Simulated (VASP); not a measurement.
Here is a VASP 6.6.1 calculation.

File INCAR:

```
SYSTEM = GaMo
ALGO = Normal ; EDIFF = 1E-7
ENCUT = 520 ; GGA = PE
ISIF = 2 ; ISMEAR = 0
LASPH = .True. ; LCHARG = .False.
LREAL = .False. ; LWAVE = .False.
NBANDS = 20 ; NELM = 60
PREC = Accurate ; SIGMA = 0.2
```

The input KPOINTS:

```
k-points
0
Gamma
  6 6 6
  0 0 0
```

POSCAR

```
GaMo
1.0
    0.0000000000      2.8458410284      2.8458410284
    2.8458410284      0.0000000000      2.8458410284
    2.8458410284      2.8458410284      0.0000000000
Ga Mo
1 1
Direct
    0.5000000000      0.5000000000      0.5000000000
    0.7500000000      0.7500000000      0.7500000000
```

Potentials or basis: VASP PAW PBE potentials, release 64 (Ga_d, Mo_sv).

Command:

```bash
$ cat potpaw_PBE.64/Ga_d/POTCAR potpaw_PBE.64/Mo_sv/POTCAR > POTCAR
$ mpirun -np 1 vasp_std > vasp.out
```

Question: Predict the pressure.

Answer: 0.7 GPa.
